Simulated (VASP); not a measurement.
A run of VASP 6.6.1 is set up as follows.

The input INCAR:

```
SYSTEM = MgS
PREC     = Accurate       ! precision mode
ENCUT    = 600            ! plane-wave cutoff, eV
EDIFF    = 1E-6           ! SCF threshold, eV
ISMEAR   = -1             ! smearing method
SIGMA    = 0.05           ! smearing width, eV
LREAL    = .FALSE.        ! projectors in reciprocal space
LASPH    = .TRUE.         ! aspherical terms in the spheres
NELM     = 100            ! most SCF steps
ALGO     = Normal         ! electronic algorithm
ISIF     = 3              ! what is computed and relaxed
LWAVE    = .FALSE.        ! write WAVECAR
LCHARG   = .FALSE.        ! write CHGCAR
GGA      = PE             ! functional
IBRION   = 2              ! ionic algorithm
NSW      = 60             ! ionic steps
EDIFFG   = -0.01          ! ionic threshold
```

Contents of KPOINTS:

```
Automatic mesh
0
G
  8 8 8
  0 0 0
```

POSCAR

```
MgS
1.0
    0.0000000000      2.8331200468      2.8331200468
    2.8331200468      0.0000000000      2.8331200468
    2.8331200468      2.8331200468      0.0000000000
S Mg
1 1
Direct
    0.2500000000      0.2500000000      0.2500000000
    0.0000000000      0.0000000000      0.0000000000
```

Potentials or basis: VASP PAW PBE potentials, release 64 (S, Mg).

Launch:

```bash
$ cat potpaw_PBE.64/S/POTCAR potpaw_PBE.64/Mg/POTCAR > POTCAR
$ mpirun -np 1 vasp_std > vasp.out
```

(1) Estimate the relaxed volume.

(2) Predict the relaxed cell.

Results:

(1) 23.06 Å³/atom.

(2) a = 4.025 Å, b = 4.025 Å, c = 4.025 Å, α = 60.00°, β = 60.00°, γ = 60.00°.
